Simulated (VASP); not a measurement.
Ta2N, 3 atoms in the cell. The typed cell holds 3 atoms: a = 3.113 Å, b = 3.113 Å, c = 4.870 Å, α = 90.00°, β = 90.00°, γ = 120.00°. 

| Property | Result |
| --- | --- |
| Program | VASP 6.6.1 |
| Task | single point |
| Functional | PBEsol |
| Potentials or basis | VASP PAW PBE potentials, release 64 (Ta_pv, N) |
| Cutoff | 520 eV |
| k mesh | 7 × 7 × 4 |
| Occupations | methfessel-paxton, width 0.1 eV |
| Spin | no spin polarisation |
| Hubbard terms | Ta d U = 3.5 eV |
| Dipole correction | no |
| Further INCAR settings | ALGO = Normal; EDIFF = 1e-07; NBANDS = 20 |

Potentials or basis: VASP PAW PBE potentials, release 64 (Ta_pv, N).

Run with:

```bash
$ cat potpaw_PBE.64/Ta_pv/POTCAR potpaw_PBE.64/N/POTCAR > POTCAR
$ mpirun -np 1 vasp_std > vasp.out
```

Hardware: 1 thread of AMD EPYC 9R14 (Zen 4) (shared host).

**Question.** How long does it take, and how much memory?

**Answer.** Run time: 79 s on 1 thread of AMD EPYC 9R14 (Zen 4), on a shared host, peak memory 0.18 GiB. Counts: scf iterations 16, k points 99.
